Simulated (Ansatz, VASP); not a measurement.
## SnO2: VASP beside Ansatz

The input INCAR:

```
SYSTEM = SnO2
PREC = Accurate
ENCUT = 520
EDIFF = 1E-7
ISMEAR = 0
SIGMA = 0.05
LREAL = .FALSE.
LASPH = .TRUE.
NELM = 100
ALGO = Normal
ISIF = 2
LWAVE = .FALSE.
LCHARG = .FALSE.
GGA = PE
NBANDS = 35
```

File KPOINTS:

```
regular mesh
0
G
  6 6 8
  0 0 0
```

Contents of POSCAR:

```
SnO2
1.0
    4.8277049966      0.0000000000      0.0000000000
    0.0000000000      4.8277049966      0.0000000000
    0.0000000000      0.0000000000      3.2379909407
Sn O
2 4
Direct
    0.0000000000      0.0000000000     -0.0193020923
    0.5000000000      0.5000000000      0.5000000000
    0.3066050867      0.3066050867      0.0000000000
    0.1933949133      0.8066050867      0.5000000000
    0.6933949133      0.6933949133      0.0000000000
    0.8066050867      0.1933949133      0.5000000000
```

Input for Ansatz:

```yaml
crystal:
  lattice:
    - [4.8277049966, 0.0, 0.0]
    - [0.0, 4.8277049966, 0.0]
    - [0.0, 0.0, 3.2379909407]
  atoms:
    - { symbol: Sn, position: [0.0, 0.0, -0.0193020923] }
    - { symbol: Sn, position: [0.5, 0.5, 0.5] }
    - { symbol: O, position: [0.3066050867, 0.3066050867, 0.0] }
    - { symbol: O, position: [0.1933949133, 0.8066050867, 0.5] }
    - { symbol: O, position: [0.6933949133, 0.6933949133, 0.0] }
    - { symbol: O, position: [0.8066050867, 0.1933949133, 0.5] }
basis:
  ecutwfc: 420
kpoints:
  mp_grid: { grid: [6, 6, 8] }
hamiltonian:
  xc: pbe
scf:
  occupations: { method: gaussian, width: 0.05 }
output:
  forces: true
  stress: true
  eigenvalues: true
```

Alike in both runs: task single point; functional PBE; k mesh 6 × 6 × 8; occupations gaussian, width 0.05 eV; no spin polarisation.

|  | VASP | Ansatz |
| --- | --- | --- |
| version | VASP 6.6.1 | Ansatz 0.2.0 |
| potentials or method | VASP PAW PBE potentials, release 64 (Sn_d, O), cutoff 520 eV | scalar-relativistic, plane waves, PAW |
| valence electrons in the cell | 52 | 52 |

|  | VASP | Ansatz | Ansatz less VASP |
| --- | --- | --- | --- |
| gap on the k mesh at the Fermi level (eV) | 0.67 | 0.68 | +0.012 |
| least direct gap on the mesh (eV) | 0.67 | 0.68 | +0.012 |
| pressure (GPa) | 0.9 | 0.3 | -0.60 |
| traceless stress, the component that is largest in VASP (GPa) | 0.34 | 0.15 | -0.196 |
| rms of the force components (eV/Å) | 0.318 | 0.308 | -0.0093 |

Atom by atom the forces differ by 0.012 eV/Å (rms over components). With one functional, cell and mesh, what is left measures potentials, basis and numerics.
